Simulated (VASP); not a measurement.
# Rh (Fm-3m) in VASP: relaxation of volume and atoms at fixed shape with r2SCAN

Aim: the relaxation of volume and atoms at fixed shape of Rh with r2SCAN.

Everything below comes from runs of VASP 6.6.1. Logs are shortened: lines on timing, memory, paths and dates and some standing lists are left out, and cuts for length are marked.

**1. The cell of the first run**

It takes space group Fm-3m (No. 225, cubic). The conventional cell has a = 3.800 Å, b = 3.800 Å, c = 3.800 Å, α = 90.00°, β = 90.00°, γ = 90.00°. Within 3.5 Å of Rh (site symmetry m-3m) lie 12 Rh at 2.69 Å.

**2. Relaxation of volume and atoms at fixed shape, r2SCAN**

File POSCAR:

```
Rh
1.0
    3.8000000000      0.0000000000      0.0000000000
    0.0000000000      3.8000000000      0.0000000000
    0.0000000000      0.0000000000      3.8000000000
Rh
4
Direct
    0.0000000000      0.0000000000      0.0000000000
    0.0000000000      0.5000000000      0.5000000000
    0.5000000000      0.0000000000      0.5000000000
    0.5000000000      0.5000000000      0.0000000000
```

File INCAR.step1:

```
  PREC = Accurate
  ENCUT = 600
  ISMEAR = 0
  SIGMA = 0.05
  LREAL = F
  LASPH = T
  NELM = 60
  GGA = PE
  ALGO = Normal
  EDIFF = 1E-4
  LWAVE = T
  LCHARG = F
```

File INCAR.step2:

```
  PREC = Accurate
  ENCUT = 600
  EDIFF = 1E-6
  ISMEAR = 0
  SIGMA = 0.05
  LREAL = F
  LASPH = T
  NELM = 60
  ALGO = Normal
  ISIF = 8
  LWAVE = F
  LCHARG = F
  METAGGA = R2SCAN
  LMIXTAU = T
  IBRION = 2
  NSW = 80
  EDIFFG = -0.03
  ISTART = 1
```

File KPOINTS:

```
Automatic mesh
0
Gamma
  7 7 7
```

Potentials or basis: VASP PAW PBE potentials, release 64 (Rh_pv).

Launch:

```console
cat potpaw_PBE.64/Rh_pv/POTCAR > POTCAR
cp INCAR.step1 INCAR
mpirun -np 1 vasp_std > vasp.out
cp INCAR.step2 INCAR
mpirun -np 1 vasp_std > vasp.out
```

OUTCAR:

```text
PREC = Accurate
   ENCUT = 600
   EDIFF = 1E-6
   ISMEAR = 0
   LREAL = F
   LASPH = T
   NELM = 60
   ISIF = 8
   METAGGA = R2SCAN
   IBRION = 2
   NSW = 80
   EDIFFG = -0.03
   ISTART = 1

 ion  position               nearest neighbor table
   1  0.000  0.000  0.000-   2 2.69   3 2.69   4 2.69   2 2.69   3 2.69   2 2.69   4 2.69   2 2.69
                             3 2.69   4 2.69   3 2.69   4 2.69
   2  0.000  0.500  0.500-   1 2.69   3 2.69   4 2.69   1 2.69   4 2.69   1 2.69   3 2.69   1 2.69
                             3 2.69   4 2.69   4 2.69   3 2.69
   3  0.500  0.000  0.500-   1 2.69   2 2.69   4 2.69   1 2.69   4 2.69   2 2.69   4 2.69   4 2.69
                             1 2.69   2 2.69   1 2.69   2 2.69
   4  0.500  0.500  0.000-   1 2.69   2 2.69   3 2.69   2 2.69   3 2.69   1 2.69   3 2.69   3 2.69
                             1 2.69   2 2.69   2 2.69   1 2.69

  LATTYP: Found a simple cubic cell.
 ALAT       =     3.8000000000

  Lattice vectors:

 A1 = (   3.8000000000,   0.0000000000,   0.0000000000)
 A2 = (   0.0000000000,   3.8000000000,   0.0000000000)
 A3 = (   0.0000000000,   0.0000000000,   3.8000000000)

Analysis of symmetry for initial positions (statically):
=====================================================================
 Subroutine PRICEL returns following result:

  LATTYP: Found a face centered cubic cell.
 ALAT       =     3.8000000000

  Lattice vectors:

 A1 = (   1.9000000000,  -1.9000000000,   0.0000000000)
 A2 = (   1.9000000000,   0.0000000000,   1.9000000000)
 A3 = (   0.0000000000,  -1.9000000000,   1.9000000000)

   4 primitive cells build up your supercell.

 Routine SETGRP: Setting up the symmetry group for a
 simple cubic supercell.

 Subroutine GETGRP returns: Found 48 space group operations
 (whereof 48 operations were pure point group operations)
 out of a pool of 48 trial point group operations.

The static configuration has the point symmetry O_h .

Analysis of symmetry for dynamics (positions and initial velocities):
=====================================================================
 Subroutine PRICEL returns following result:

  LATTYP: Found a face centered cubic cell.
 ALAT       =     3.8000000000

  Lattice vectors:

 A1 = (   1.9000000000,  -1.9000000000,   0.0000000000)
 A2 = (   1.9000000000,   0.0000000000,   1.9000000000)
 A3 = (   0.0000000000,  -1.9000000000,   1.9000000000)

   4 primitive cells build up your supercell.

 Routine SETGRP: Setting up the symmetry group for a
 simple cubic supercell.

 Subroutine GETGRP returns: Found 48 space group operations
 (whereof 48 operations were pure point group operations)
 out of a pool of 48 trial point group operations.

The dynamic configuration has the point symmetry O_h .

 Subroutine INISYM returns: Found 48 space group operations
 (whereof 48 operations are pure point group operations),
 and found     4 'primitive' translations

----------------------------------------------------------------------------------------

                                     Primitive cell

  volume of cell :      13.7180

  direct lattice vectors                    reciprocal lattice vectors
     1.900000000 -1.900000000  0.000000000     0.263157895 -0.263157895 -0.263157895
     1.900000000  0.000000000  1.900000000     0.263157895  0.263157895  0.263157895
     0.000000000 -1.900000000  1.900000000    -0.263157895 -0.263157895  0.263157895

  length of vectors
     2.687005769  2.687005769  2.687005769     0.455802844  0.455802844  0.455802844

  position of ions in fractional coordinates (direct lattice)
     0.000000000  0.000000000  0.000000000

  ion indices of the primitive-cell ions
   primitive index   ion index
                 1           1

----------------------------------------------------------------------------------------

 KPOINTS: Automatic mesh

Automatic generation of k-mesh.
 Grid dimensions read from file:
 generate k-points for:    7    7    7

 Generating k-lattice:

  Cartesian coordinates                     Fractional coordinates (reciprocal lattice)
     0.037593985  0.000000000  0.000000000     0.142857143  0.000000000  0.000000000
     0.000000000  0.037593985  0.000000000     0.000000000  0.142857143  0.000000000
     0.000000000  0.000000000  0.037593985     0.000000000  0.000000000  0.142857143

  Length of vectors
     0.037593985  0.037593985  0.037593985

  Shift w.r.t. Gamma in fractional coordinates (k-lattice)
     0.000000000  0.000000000  0.000000000

 Subroutine IBZKPT returns following result:
 ===========================================

 Found     20 irreducible k-points:

 Following reciprocal coordinates:
            Coordinates               Weight
  0.000000  0.000000  0.000000      1.000000
  0.142857  0.000000  0.000000      6.000000
  0.285714  0.000000  0.000000      6.000000
  0.428571  0.000000  0.000000      6.000000
  0.142857  0.142857  0.000000     12.000000
  0.285714  0.142857  0.000000     24.000000
[... 12 lines left out ...]
  0.428571  0.428571  0.285714     24.000000
  0.428571  0.428571  0.428571      8.000000
   k-points           NKPTS =     20   k-points in BZ     NKDIM =     20   number of bands    NBANDS=     36
   number of dos      NEDOS =    301   number of ions     NIONS =      4
   total plane-waves  NPLWV =  27000
   dimension x,y,z NGX =    30 NGY =   30 NGZ =   30
   dimension x,y,z NGXF=    60 NGYF=   60 NGZF=   60
   ions per type =               4
   NGX,Y,Z   is equivalent  to a cutoff of  13.12, 13.12, 13.12 a.u.
   NGXF,Y,Z  is equivalent  to a cutoff of  26.25, 26.25, 26.25 a.u.
 SYSTEM =  unknown system
   PREC   = accura    normal or accurate (medium, high low for compatibility)
   ISTART =      1    job   : 0-new  1-cont  2-samecut
   ICHARG =      0    charge: 1-file 2-atom 10-const
   ISPIN  =      1    spin polarized calculation?
   LNONCOLLINEAR =      F non collinear calculations
   LSORBIT =      F    spin-orbit coupling
   LASPH  =      T    aspherical Exc in radial PAW
   ENCUT  =  600.0 eV  44.10 Ry    6.64 a.u.   7.59  7.59  7.59*2*pi/ulx,y,z
   NELM   =     60;   NELMIN=  2; NELMDL=  0     # of ELM steps
   EDIFF  = 0.1E-05   stopping-criterion for ELM
   LREAL  =      F    real-space projection
   EDIFFG = -.3E-01   stopping-criterion for IOM
   NSW    =     80    number of steps for IOM
   IBRION =      2    ionic relax: 0-MD 1-quasi-New 2-CG
   NFREE  =      1    steps in history (QN), initial steepest desc. (CG)
   ISIF   =      8    stress and relaxation
   ISYM   =      2    0-nonsym 1-usesym 2-fastsym
   POTIM  = 0.5000    time-step for ionic-motion
   TEBEG  =    0.0;   TEEND  =   0.0 temperature during run
   PSTRESS=    0.0 pullay stress
   NELECT =      60.0000    total number of electrons
   NUPDOWN=      -1.0000    fix difference up-down
   EMIN   =  10.00;   EMAX   =-10.00  energy-range for DOS
   EFERMI =   0.00;   METHOD = LEGACY
   ISMEAR =     0;   SIGMA  =   0.05  broadening in eV -4-tet -1-fermi 0-gaus
   EFERMI_NEDOS =   21; number of points for ismear=-14 and -15
   IALGO  =     38    algorithm
   IMIX   =      4    mixing-type and parameters
     AMIX     =   0.40;   BMIX     =  1.00
     AMIX_MAG =   1.60;   BMIX_MAG =  1.00
  volume/ion in A,a.u.               =      13.72        92.57
  Fermi-wavevector in a.u.,A,eV,Ry     =   1.686585  3.187184 38.702725  2.844570
  Thomas-Fermi vector in A             =   2.769224
   LORBIT       =      0    0 simple, 1 ext, 2 COOP (PROOUT), +10 PAW based schemes
   METAGGA = R2SCAN    functional components
   LHFCALC =     F    Hartree Fock is set to
   AEXX    =    0.0000 exact exchange contribution
   IVDW    =     0    specifies the selected vdW correction
   LEPSILON=     F    determine dielectric tensor
   LRPA    =     F    only Hartree local field effects (RPA)
 conjugate gradient relaxation of ions
 non-spin polarized calculation
 Gauss-broadening in eV      SIGMA  =   0.05
  energy-cutoff  :      600.00
  volume of cell :       54.87
 maximum number of plane-waves:      1841
   NGX = 15   NGY = 15   NGZ = 15

--------------------------------------- Ionic step        1  -------------------------------------------

 number of electron      59.9999997 magnetization

 Free energy of the ion-electron system (eV)
  ---------------------------------------------------
  ext. energy  EPLUGINS =         0.00000000
  ---------------------------------------------------
  free energy    TOTEN  =       -96.52355859 eV

  energy without entropy =      -96.51463819  energy(sigma->0) =      -96.51909839

------------------------ aborting loop because EDIFF is reached ----------------------------------------

  FORCE on cell =-STRESS in cart. coord.  units (eV):
  Direction    XX          YY          ZZ          XY          YZ          ZX
  --------------------------------------------------------------------------------------
  -------------------------------------------------------------------------------------
  Total        0.4340354      0.4340354      0.4340354     -0.0000000     -0.0000000      0.0000000
  in kB       12.6731597     12.6731597     12.6731597     -0.0000000     -0.0000000      0.0000000
  external PRESSURE =      12.6731597 kB  Pullay stress =       0.0000000 kB

 VOLUME and BASIS-vectors are now :
 -----------------------------------------------------------------------------
  energy-cutoff  :      600.00
  volume of cell :       54.87
      direct lattice vectors                 reciprocal lattice vectors
     3.800000000  0.000000000  0.000000000     0.263157895  0.000000000  0.000000000
     0.000000000  3.800000000  0.000000000     0.000000000  0.263157895  0.000000000
     0.000000000  0.000000000  3.800000000     0.000000000  0.000000000  0.263157895
[... 39 lines left out ...]
 POSITION                                       TOTAL-FORCE (eV/Angst)
 -----------------------------------------------------------------------------------
      0.00000      0.00000      0.00000        -0.000000     -0.000000      0.000000
      0.00000      1.90995      1.90995        -0.000000      0.000000     -0.000000
      1.90995      3.81989      1.90995         0.000000      0.000000      0.000000
      1.90995      1.90995      3.81989         0.000000     -0.000000     -0.000000
 -----------------------------------------------------------------------------------
    total drift:                                0.000000      0.000000      0.000000

  FREE ENERGIE OF THE ION-ELECTRON SYSTEM (eV)
  ---------------------------------------------------
  free  energy   TOTEN  =       -96.5184406543 eV

  energy  without entropy=      -96.5091943137  energy(sigma->0) =      -96.51381748

--------------------------------------- Ionic step        3  -------------------------------------------

 number of electron      60.0000002 magnetization

 Free energy of the ion-electron system (eV)
  ---------------------------------------------------
  ext. energy  EPLUGINS =         0.00000000
  ---------------------------------------------------
  free energy    TOTEN  =       -96.52450508 eV

  energy without entropy =      -96.51549394  energy(sigma->0) =      -96.51999951

 E-fermi :  11.6766     XC(G=0): -15.1815

 val. band max:       11.6356187494   @ k =   0.4286   0.2857   0.1429
 cond. band min:      11.6901098169   @ k =   0.4286   0.2857   0.0000
 fundamental gap:      0.0544910675
 Fermi energy:        11.6765545267

 k-point     1 :       0.0000    0.0000    0.0000
  band No.  band energies     occupation
      1     -36.8055      2.00000
      2     -36.8055      2.00000
      3     -36.8055      2.00000
      4     -36.3558      2.00000
      5     -36.3558      2.00000
      6     -36.3558      2.00000
[... 791 lines left out ...]
 POSITION                                       TOTAL-FORCE (eV/Angst)
 -----------------------------------------------------------------------------------
      0.00000      0.00000      0.00000        -0.000000     -0.000000     -0.000000
      0.00000      1.90282      1.90282         0.000000     -0.000000      0.000000
      1.90282      0.00000      1.90282         0.000000      0.000000      0.000000
      1.90282      1.90282      0.00000        -0.000000      0.000000     -0.000000
 -----------------------------------------------------------------------------------
    total drift:                                0.000000      0.000000     -0.000000

  FREE ENERGIE OF THE ION-ELECTRON SYSTEM (eV)
  ---------------------------------------------------
  free  energy   TOTEN  =       -96.5245050794 eV

  energy  without entropy=      -96.5154939354  energy(sigma->0) =      -96.51999951

 reached required accuracy - stopping structural energy minimisation
```

Wall time 2.6 min (1 thread of Intel Xeon 6975P-C (Granite Rapids), shared host); peak memory 0.19 GiB.

Results:

* Free energy: -96.5245 eV
* Relaxed volume: 13.78 Å³/atom
* Relaxed cell: a = 3.806 Å, b = 3.806 Å, c = 3.806 Å, α = 90.00°, β = 90.00°, γ = 90.00°
* Space group after relaxing (to 0.1 Å): Fm-3m (No. 225)
* Energy gained by relaxing: 0.2 meV/atom
* Ionic steps: 3
* Pressure after relaxing: 0.0 GPa
* Band gap on the k mesh: zero (bands 30 and 31 overlap by 1.99 eV)

The path:
```
step  energy change (eV)  largest force (eV/Å)  pressure (GPa)  volume (Å³)
   1              0.0000                0.0000            1.27        54.87
   2              0.0051                0.0000           -3.10        55.74
   3             -0.0009                0.0000            0.02        55.12
```

Final structure:
```cif
data_structure
_symmetry_space_group_name_H-M 'P 1'
_symmetry_Int_Tables_number 1
_cell_length_a 3.8056
_cell_length_b 3.8056
_cell_length_c 3.8056
_cell_angle_alpha 90.000
_cell_angle_beta 90.000
_cell_angle_gamma 90.000
_cell_volume 55.12
loop_
_atom_site_label
_atom_site_type_symbol
_atom_site_fract_x
_atom_site_fract_y
_atom_site_fract_z
_atom_site_occupancy
Rh1 Rh 0.00000 0.00000 0.00000 1
Rh2 Rh 0.00000 0.50000 0.50000 1
Rh3 Rh 0.50000 0.00000 0.50000 1
Rh4 Rh 0.50000 0.50000 0.00000 1
```

Levels at points of the mesh, in eV from the Fermi level:
```csv
k point,band 28,band 29,band 30,band 31,band 32,band 33
"(0.00, 0.00, 0.00)",1.07,1.07,1.07,1.07,1.07,1.07
```

Caveat: the PAW data sets were made with another functional, which shifts forces and pressure a little.

The gap in the log of VASP goes by the Fermi energy; the results here count the filled bands.